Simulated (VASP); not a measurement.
A run of VASP 6.6.1:

File INCAR:

```
  PREC = Accurate
  ENCUT = 520
  EDIFF = 1E-7
  ISMEAR = 0
  SIGMA = 0.1
  LREAL = F
  LASPH = T
  NELM = 100
  ALGO = Normal
  ISIF = 2
  LWAVE = F
  LCHARG = F
  LDIPOL = T
  IDIPOL = 3
  DIPOL = 0.5 0.5 0.278
  GGA = PE
  NBANDS = 13
```

Contents of KPOINTS:

```
Automatic mesh
0
Gamma
  18 18 1
```

POSCAR

```
Si
1.0
    2.5003001656      0.0000000000      0.0000000000
    0.0000000000      2.5003001656      0.0000000000
    0.0000000000      0.0000000000     33.7578955357
Si
3
Direct
    0.5000000000      0.5000000000      0.3524889547
    0.5000000000      0.5000000000      0.2782787270
    0.5000000000      0.5000000000      0.2040684993
```

Potentials or basis: VASP PAW PBE potentials, release 64 (Si).

Launch:

```console
$ cat potpaw_PBE.64/Si/POTCAR > POTCAR
$ mpirun -np 1 vasp_std > vasp.out
```

Hardware: 1 thread of Intel(R) Xeon(R) 6975P-C (Granite Rapids), with other jobs on the host.

Problem. Estimate the wall time of this run.

Solution. Wall time 3.2 min on 1 thread of Intel(R) Xeon(R) 6975P-C (Granite Rapids), on a shared host, peak memory 0.35 GiB. Counts: scf iterations 25, k points 55.
